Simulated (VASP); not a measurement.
# Nd3H (P-6m2) in VASP: notebook

The runs below take Nd3H through single point, relaxation of cell and atoms, with PBE.

Everything below comes from runs of VASP 6.6.1. Logs are shortened: lines on timing, memory, paths and dates and some standing lists are left out, and cuts for length are marked.

**1. The cell of the first run**

It takes space group P-6m2 (No. 187, hexagonal). Conventional cell: a = 3.629 Å, b = 3.629 Å, c = 9.258 Å, α = 90.00°, β = 90.00°, γ = 120.00°. Within 4.8 Å of Nd (site symmetry -6m2) lie 12 Nd at 3.63 to 3.65 Å and 2 H at 4.63 Å. Nd (site symmetry 3m) has 3 H at 2.66 Å and 10 Nd at 3.28 to 3.65 Å within 3.7 Å. Within 3.7 Å of H (site symmetry -6m2) lie 6 Nd at 2.66 Å and 6 H at 3.63 Å.

**2. Single point, PBE**

Input file INCAR:

```
SYSTEM = Nd3H
  PREC = Accurate
  ENCUT = 500
  EDIFF = 1E-6
  ISMEAR = 0
  SIGMA = 0.2
  LREAL = .FALSE.
  LASPH = .TRUE.
  NELM = 200
  ALGO = Normal
  ISIF = 2
  LWAVE = .FALSE.
  LCHARG = .TRUE.
  GGA = PE
  LELF = .TRUE.
  LVHAR = .TRUE.
  NBANDS = 44
  GGA_COMPAT = .FALSE.
  LMAXMIX = 6
```

Input file KPOINTS:

```
regular mesh
0
G
  6 4 4
  0 0 0
```

Input file POSCAR:

```
Nd3H
1.0
    1.8144180453     -3.1426642406      0.0000000000
   -5.4432541359     -3.1426642406      0.0000000000
    0.0000000000      0.0000000000     -9.2580046170
Nd H
6 2
Direct
    0.0000000000      0.6666666667      0.5000000000
    0.5000000000      0.1666666667      0.5000000000
    0.5000000000      0.8333333333      0.8229270646
    1.0000000000      0.3333333333      0.8229270646
    0.5000000000      0.8333333333      0.1770729354
    1.0000000000      0.3333333333      0.1770729354
    0.0000000000      0.6666666667      0.0000000000
    0.5000000000      0.1666666667      0.0000000000
```

Potentials or basis: VASP PAW PBE potentials, release 64 (Nd_3, H), 4f in core.

Command:

```bash
$ cat potpaw_PBE.64/Nd_3/POTCAR potpaw_PBE.64/H/POTCAR > POTCAR
$ mpirun -np 1 vasp_std > vasp.out
```

OUTCAR:

```text
SYSTEM = Nd3H
   PREC = Accurate
   ENCUT = 500
   EDIFF = 1E-6
   ISMEAR = 0
   LREAL = .FALSE.
   LASPH = .TRUE.
   NELM = 200
   ISIF = 2
   GGA = PE

 ion  position               nearest neighbor table
   1  0.000  0.667  0.500-   2 3.63   2 3.63   2 3.63   2 3.63   5 3.65   3 3.65   5 3.65   3 3.65
                             6 3.65   4 3.65
   2  0.500  0.167  0.500-   1 3.63   1 3.63   1 3.63   1 3.63   6 3.65   4 3.65   6 3.65   4 3.65
                             3 3.65   5 3.65
   3  0.500  0.833  0.823-   5 3.28   4 3.63   4 3.63   4 3.63   4 3.63   1 3.65   1 3.65   2 3.65

   4  0.000  0.333  0.823-   6 3.28   3 3.63   3 3.63   3 3.63   3 3.63   2 3.65   2 3.65   1 3.65

   5  0.500  0.833  0.177-   3 3.28   6 3.63   6 3.63   6 3.63   6 3.63   1 3.65   1 3.65   2 3.65

   6  0.000  0.333  0.177-   4 3.28   5 3.63   5 3.63   5 3.63   5 3.63   2 3.65   2 3.65   1 3.65

   7  0.000  0.667  0.000-
   8  0.500  0.167  0.000-

  LATTYP: Found a simple orthorhombic cell.
 ALAT       =     3.6288360906
 B/A-ratio  =     1.7320508076
 C/A-ratio  =     2.5512325126

  Lattice vectors:

 A1 = (   1.8144180453,  -3.1426642406,   0.0000000000)
 A2 = (  -5.4432541359,  -3.1426642406,   0.0000000000)
 A3 = (   0.0000000000,   0.0000000000,  -9.2580046170)

Analysis of symmetry for initial positions (statically):
=====================================================================
 Subroutine PRICEL returns following result:

  LATTYP: Found a hexagonal cell.
 ALAT       =     3.6288360906
 C/A-ratio  =     2.5512325126

  Lattice vectors:

 A1 = (  -1.8144180453,   3.1426642406,   0.0000000000)
 A2 = (   3.6288360906,   0.0000000000,   0.0000000000)
 A3 = (   0.0000000000,   0.0000000000,  -9.2580046170)

   2 primitive cells build up your supercell.

 Routine SETGRP: Setting up the symmetry group for a
 simple orthorhombic supercell.

 Subroutine GETGRP returns: Found  4 space group operations
 (whereof  4 operations were pure point group operations)
 out of a pool of  8 trial point group operations.

The static configuration has the point symmetry C_2v.

Analysis of symmetry for dynamics (positions and initial velocities):
=====================================================================
 Subroutine PRICEL returns following result:

  LATTYP: Found a hexagonal cell.
 ALAT       =     3.6288360906
 C/A-ratio  =     2.5512325126

  Lattice vectors:

 A1 = (  -1.8144180453,   3.1426642406,   0.0000000000)
 A2 = (   3.6288360906,   0.0000000000,   0.0000000000)
 A3 = (   0.0000000000,   0.0000000000,  -9.2580046170)

   2 primitive cells build up your supercell.

 Routine SETGRP: Setting up the symmetry group for a
 simple orthorhombic supercell.

 Subroutine GETGRP returns: Found  4 space group operations
 (whereof  4 operations were pure point group operations)
 out of a pool of  8 trial point group operations.

The dynamic configuration has the point symmetry C_2v.

 Subroutine INISYM returns: Found  4 space group operations
 (whereof  4 operations are pure point group operations),
 and found     2 'primitive' translations

----------------------------------------------------------------------------------------

                                     Primitive cell

  volume of cell :     105.5803

  direct lattice vectors                    reciprocal lattice vectors
    -1.814418045  3.142664241  0.000000000     0.000000000  0.318201349  0.000000000
     3.628836091  0.000000000  0.000000000     0.275570452  0.159100674  0.000000000
     0.000000000  0.000000000 -9.258004617     0.000000000  0.000000000 -0.108014636

  length of vectors
     3.628836091  3.628836091  9.258004617     0.318201349  0.318201349  0.108014636

  position of ions in fractional coordinates (direct lattice)
     0.333333333  0.666666667  0.500000000
     0.666666667  0.333333333  0.822927065
     0.666666667  0.333333333  0.177072935
     0.333333333  0.666666667  0.000000000

  ion indices of the primitive-cell ions
   primitive index   ion index
                 1           1
                 2           4
                 3           6
                 4           7

----------------------------------------------------------------------------------------

 KPOINTS: regular mesh

Automatic generation of k-mesh.
 Grid dimensions read from file:
 generate k-points for:    6    4    4

 Generating k-lattice:

  Cartesian coordinates                     Fractional coordinates (reciprocal lattice)
     0.022964204 -0.039775169  0.000000000     0.166666667  0.000000000  0.000000000
    -0.034446306 -0.019887584  0.000000000     0.000000000  0.250000000  0.000000000
     0.000000000  0.000000000 -0.027003659     0.000000000  0.000000000  0.250000000

  Length of vectors
     0.045928409  0.039775169  0.027003659

  Shift w.r.t. Gamma in fractional coordinates (k-lattice)
     0.000000000  0.000000000  0.000000000

 Subroutine IBZKPT returns following result:
 ===========================================

 Found     36 irreducible k-points:

 Following reciprocal coordinates:
            Coordinates               Weight
  0.000000  0.000000  0.000000      1.000000
  0.166667  0.000000  0.000000      2.000000
  0.333333  0.000000  0.000000      2.000000
  0.500000  0.000000  0.000000      1.000000
  0.000000  0.250000  0.000000      2.000000
  0.166667  0.250000  0.000000      4.000000
[... 16 lines left out ...]
  0.333333  0.500000  0.250000      4.000000
  0.500000  0.500000  0.250000      2.000000
 [... further k-points ...]
   k-points           NKPTS =     36   k-points in BZ     NKDIM =     36   number of bands    NBANDS=     44
   number of dos      NEDOS =    301   number of ions     NIONS =      8
   total plane-waves  NPLWV =  94080
   dimension x,y,z NGX =    28 NGY =   48 NGZ =   70
   dimension x,y,z NGXF=    56 NGYF=   96 NGZF=  140
   ions per type =               6   2
   NGX,Y,Z   is equivalent  to a cutoff of  12.83, 12.70, 12.57 a.u.
   NGXF,Y,Z  is equivalent  to a cutoff of  25.65, 25.39, 25.14 a.u.
 SYSTEM =  Nd3H
   PREC   = accura    normal or accurate (medium, high low for compatibility)
   ISTART =      0    job   : 0-new  1-cont  2-samecut
   ICHARG =      2    charge: 1-file 2-atom 10-const
   ISPIN  =      1    spin polarized calculation?
   LNONCOLLINEAR =      F non collinear calculations
   LSORBIT =      F    spin-orbit coupling
   LASPH  =      T    aspherical Exc in radial PAW
   ENCUT  =  500.0 eV  36.75 Ry    6.06 a.u.   6.62 11.46 16.88*2*pi/ulx,y,z
   NELM   =    200;   NELMIN=  2; NELMDL= -5     # of ELM steps
   EDIFF  = 0.1E-05   stopping-criterion for ELM
   LREAL  =      F    real-space projection
   EDIFFG = 0.1E-04   stopping-criterion for IOM
   NSW    =      0    number of steps for IOM
   IBRION =     -1    ionic relax: 0-MD 1-quasi-New 2-CG
   NFREE  =      0    steps in history (QN), initial steepest desc. (CG)
   ISIF   =      2    stress and relaxation
   ISYM   =      2    0-nonsym 1-usesym 2-fastsym
   POTIM  = 0.5000    time-step for ionic-motion
   TEBEG  =    0.0;   TEEND  =   0.0 temperature during run
   PSTRESS=    0.0 pullay stress
   NELECT =      68.0000    total number of electrons
   NUPDOWN=      -1.0000    fix difference up-down
   EMIN   =  10.00;   EMAX   =-10.00  energy-range for DOS
   EFERMI =   0.00;   METHOD = LEGACY
   ISMEAR =     0;   SIGMA  =   0.20  broadening in eV -4-tet -1-fermi 0-gaus
   EFERMI_NEDOS =   21; number of points for ismear=-14 and -15
   IALGO  =     38    algorithm
   IMIX   =      4    mixing-type and parameters
     AMIX     =   0.40;   BMIX     =  1.00
     AMIX_MAG =   1.60;   BMIX_MAG =  1.00
  volume/ion in A,a.u.               =      26.40       178.12
  Fermi-wavevector in a.u.,A,eV,Ry     =   1.122122  2.120504 17.131894  1.259159
  Thomas-Fermi vector in A             =   2.258780
   LORBIT       =      0    0 simple, 1 ext, 2 COOP (PROOUT), +10 PAW based schemes
   GGA     = PE    functional components
   LHFCALC =     F    Hartree Fock is set to
   AEXX    =    0.0000 exact exchange contribution
   IVDW    =     0    specifies the selected vdW correction
   LEPSILON=     F    determine dielectric tensor
   LRPA    =     F    only Hartree local field effects (RPA)
 non-spin polarized calculation
 Gauss-broadening in eV      SIGMA  =   0.20
  energy-cutoff  :      500.00
  volume of cell :      211.16
 maximum number of plane-waves:      5396
 NGX is ok and might be reduce to    28
   NGX = 13   NGY = 23   NGZ = 33

 number of electron      68.0000001 magnetization

 Free energy of the ion-electron system (eV)
  ---------------------------------------------------
  ext. energy  EPLUGINS =         0.00000000
  ---------------------------------------------------
  free energy    TOTEN  =       -35.74603107 eV

  energy without entropy =      -35.56038362  energy(sigma->0) =      -35.65320735

 E-fermi :   3.5414     XC(G=0):  -9.8057

 val. band max:        3.5398083852   @ k =   0.1667   0.0000   0.5000
 cond. band min:       3.5522028222   @ k =   0.3333   0.0000   0.2500
 fundamental gap:      0.0123944370
 Fermi energy:         3.5414045089

 k-point     1 :       0.0000    0.0000    0.0000
  band No.  band energies     occupation
      1     -34.5224      2.00000
      2     -34.4369      2.00000
      3     -34.4207      2.00000
      4     -34.3450      2.00000
      5     -34.2510      2.00000
      6     -34.1639      2.00000
[... 36 lines left out ...]
     43       5.2786      0.00000
     44       5.2832      0.00000

 k-point     2 :       0.1667    0.0000    0.0000
  band No.  band energies     occupation
      1     -34.5031      2.00000
      2     -34.4195      2.00000
      3     -34.4148      2.00000
      4     -34.3396      2.00000
      5     -34.2345      2.00000
      6     -34.1588      2.00000
[... 1026 lines left out ...]
 k-point    24 :       0.5000    0.5000    0.2500
  band No.  band energies     occupation
      1     -34.4203      2.00000
      2     -34.4203      2.00000
      3     -34.3456      2.00000
      4     -34.3456      2.00000
      5     -34.1638      2.00000
      6     -34.1638      2.00000
[... 36 lines left out ...]
     43       6.2043      0.00000
     44       6.2136      0.00000

 [... further k-points ...]

------------------------ aborting loop because EDIFF is reached ----------------------------------------

  FORCE on cell =-STRESS in cart. coord.  units (eV):
  Direction    XX          YY          ZZ          XY          YZ          ZX
  --------------------------------------------------------------------------------------
  -------------------------------------------------------------------------------------
  Total        0.4068288      0.3117554      0.2425300      0.0823360      0.0000000      0.0000000
  in kB        3.0868078      2.3654394      1.8401930      0.6247233      0.0000000      0.0000000
  external PRESSURE =       2.4308134 kB  Pullay stress =       0.0000000 kB

 VOLUME and BASIS-vectors are now :
 -----------------------------------------------------------------------------
  energy-cutoff  :      500.00
  volume of cell :      211.16
      direct lattice vectors                 reciprocal lattice vectors
     1.814418045 -3.142664241  0.000000000     0.137785226 -0.238651012  0.000000000
    -5.443254136 -3.142664241  0.000000000    -0.137785226 -0.079550337  0.000000000
     0.000000000  0.000000000 -9.258004617     0.000000000  0.000000000 -0.108014636

 POSITION                                       TOTAL-FORCE (eV/Angst)
 -----------------------------------------------------------------------------------
     -3.62884     -2.09511     -4.62900         0.002509      0.001449      0.000000
     -0.00000     -2.09511     -4.62900         0.002509      0.001449      0.000000
     -3.62884     -4.19022     -7.61866         0.002647      0.001528     -0.011406
     -1.81442     -1.04755     -7.61866         0.002647      0.001528     -0.011406
     -3.62884     -4.19022     -1.63934         0.002647      0.001528      0.011406
     -1.81442     -1.04755     -1.63934         0.002647      0.001528      0.011406
     -3.62884     -2.09511      0.00000        -0.007804     -0.004506     -0.000000
     -0.00000     -2.09511      0.00000        -0.007804     -0.004506     -0.000000
 -----------------------------------------------------------------------------------
    total drift:                               -0.000013     -0.000008     -0.000000

  FREE ENERGIE OF THE ION-ELECTRON SYSTEM (eV)
  ---------------------------------------------------
  free  energy   TOTEN  =       -35.7460310704 eV

  energy  without entropy=      -35.5603836204  energy(sigma->0) =      -35.65320735
```

Wall time 2.2 min (1 thread of Intel Xeon 6975P-C (Granite Rapids), shared host); peak memory 0.42 GiB.

Results:

- Free energy: -35.7460 eV
- Pressure: 0.2 GPa
- Largest force: 0.012 eV/Å
- Band gap on the k mesh: zero (bands 34 and 35 overlap by 0.46 eV)

Forces on the atoms (eV/Å):
```
Nd   0.003  0.001  0.000
Nd   0.003  0.001  0.000
Nd   0.003  0.002 -0.011
Nd   0.003  0.002 -0.011
Nd   0.003  0.002  0.011
Nd   0.003  0.002  0.011
H   -0.008 -0.005  0.000
H   -0.008 -0.005  0.000
```

Stress tensor (GPa, compression positive):
```
0.31 0.06 0.00
0.06 0.24 0.00
0.00 0.00 0.18
```

Caveat: spin-orbit coupling is left out, which moves the levels of the heavy elements; the 4f electrons are frozen in the core, so they carry no moment and show no levels.

(Part 1 of 2 ends here.)
